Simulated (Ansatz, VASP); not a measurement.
WS2 in VASP and in Ansatz

```
W S
1.0
     3.18352    0.00000    0.00000
    -1.59176    2.75701    0.00000
     0.00000    0.00000   16.95058
W S
1 2
Cartesian
  0.0000 0.0000 0.0000
  0.0000 1.8380 1.5595
  0.0000 1.8380 15.3911
```

Alike in both runs: task relaxation of cell and atoms; functional PBEsol; dispersion D4; k mesh 10 × 10 × 2; occupations fermi-dirac, width 0.05 eV; no spin polarisation.

```csv
,VASP,Ansatz
version,VASP 6.6.1,Ansatz 0.2.0
potentials or method,"VASP PAW PBE potentials, release 64 (W_sv, S)",Ansatz PAW
plane-wave cutoff (eV),600,420
valence electrons in the cell,26,26
```

```csv
,VASP,Ansatz,Ansatz less VASP
"gap on the k mesh at the Fermi level, each at its own relaxed structure (eV)",2.25,2.25,+0.002
relaxed volume (Å³/atom),48.22,47.95,-0.271
relaxed length of the cell vector where the two differ most in proportion (Å),17.026,16.946,-0.0798
```

VASP's potentials were made for PBE, not for PBEsol.

Spin-orbit coupling is off throughout. Noted on Ansatz's run: the plane-wave basis is chosen anew once the cell has moved, so the energies of steps on either side of that aren't comparable.
